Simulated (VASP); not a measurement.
Here is a VASP 6.6.1 calculation.

Contents of INCAR:

```
  PREC = Accurate
  ENCUT = 520
  EDIFF = 1E-7
  ISMEAR = -1
  SIGMA = 0.06122561905347299
  LREAL = False
  LASPH = True
  NELM = 100
  ALGO = Normal
  ISIF = 2
  LWAVE = False
  LCHARG = True
  GGA = PE
  LELF = True
  LVHAR = True
  NBANDS = 17
```

The input KPOINTS:

```
Automatic mesh
0
Gamma
  33 33 33
```

File POSCAR:

```
Pt
1.0
    0.0000000000      2.8896068717      2.8896068717
    2.8896068717      0.0000000000      2.8896068717
    2.8896068717      2.8896068717      0.0000000000
Pt
2
Direct
    0.0000000000      0.0000000000      0.0000000000
    0.2500000000      0.2500000000      0.2500000000
```

Potentials or basis: VASP PAW PBE potentials, release 64 (Pt).

Run with:

```sh
$ cat potpaw_PBE.64/Pt/POTCAR > POTCAR
$ mpirun -np 1 vasp_std > vasp.out
```

What does it give for the pressure?

-0.5 GPa.

Estimate the band gap on the k mesh.

zero (band 10 reaches 5.21 eV, above the bottom of band 11 at 4.60 eV).

Caveat: spin-orbit coupling is left out, which moves the levels of the heavy elements.
